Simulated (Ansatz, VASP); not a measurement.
# W: VASP beside Ansatz

INCAR

```
PREC = Accurate ; ENCUT = 520
EDIFF = 1E-6 ; ISMEAR = -1
SIGMA = 0.08 ; LREAL = F
LASPH = T ; NELM = 60
ALGO = Normal ; ISIF = 2
LWAVE = F ; LCHARG = F
GGA = PE ; NBANDS = 21
```

Contents of KPOINTS:

```
regular mesh
0
Gamma
  11 11 11
```

The input POSCAR:

```
W
1.0
    3.1834185694      0.0000000000      0.0000000000
    0.0000000000      3.1834185694      0.0000000000
    0.0000000000      0.0000000000      3.1834185694
W
2
Direct
    0.0000000000      0.0000000000      0.0000000000
    0.5000000000      0.5000000000      0.5000000000
```

Input for Ansatz:

```yaml
crystal:
  lattice:
    - [3.1834185694, 0.0, 0.0]
    - [0.0, 3.1834185694, 0.0]
    - [0.0, 0.0, 3.1834185694]
  atoms:
    - { symbol: W, position: [0.0, 0.0, 0.0] }
    - { symbol: W, position: [0.5, 0.5, 0.5] }
kpoints:
  mp_grid: { grid: [11, 11, 11] }
scf:
  occupations: { method: fermi_dirac, width: 0.08 }
hamiltonian:
  xc: pbe
  pseudopotentials: { kind: all_electron, lapw: { basis_error: 0.001 } }
output:
  forces: true
  stress: true
  eigenvalues: true
```

Alike in both runs: task single point; functional PBE; k mesh 11 × 11 × 11; occupations fermi-dirac, width 0.08 eV; no spin polarisation.

|  | VASP | Ansatz |
| --- | --- | --- |
| version | VASP 6.6.1 | Ansatz 0.2.0 |
| potentials or method | VASP PAW PBE potentials, release 64 (W_sv), cutoff 520 eV | all-electron LAPW, scalar-relativistic |

```tsv
	VASP	Ansatz	Ansatz less VASP
pressure (GPa)	0.4	0.0	-0.44
```

Ansatz ran all-electron here, and VASP with PAW potentials.

Spin-orbit coupling is off throughout.
